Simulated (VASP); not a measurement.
Al3Ga4N7, 14 atoms in the cell. The cell holds an amorphous packing of atoms, 14 atoms: a = 5.424 Å, b = 5.677 Å, c = 5.504 Å, α = 86.24°, β = 92.15°, γ = 90.49°. 

- Program: VASP 6.6.1
- Task: single point
- Functional: PBE
- Potentials or basis: VASP PAW PBE potentials, release 64 (Al, N, Ga_d)
- Cutoff: 520 eV
- k mesh: 1 × 1 × 1, shifted
- Occupations: fermi-dirac, width 0.1379 eV
- Spin: no spin polarisation
- Dipole correction: no
- Further INCAR settings: ALGO = Normal; EDIFF = 1e-06; NBANDS = 61; ISYM = 0

Potentials or basis: VASP PAW PBE potentials, release 64 (Al, N, Ga_d).

The run is started by

```bash
$ cat potpaw_PBE.64/Al/POTCAR potpaw_PBE.64/N/POTCAR potpaw_PBE.64/Ga_d/POTCAR > POTCAR
$ mpirun -np 1 vasp_std > vasp.out
```

Hardware: 1 thread of Intel(R) Xeon(R) Platinum 8488C (Sapphire Rapids), on a shared host.

Question: Estimate the wall time of this run.

Answer: It took 20 s on 1 thread of Intel(R) Xeon(R) Platinum 8488C (Sapphire Rapids), on a shared host, peak memory 0.24 GiB. Counts: scf iterations 18, k points 1.
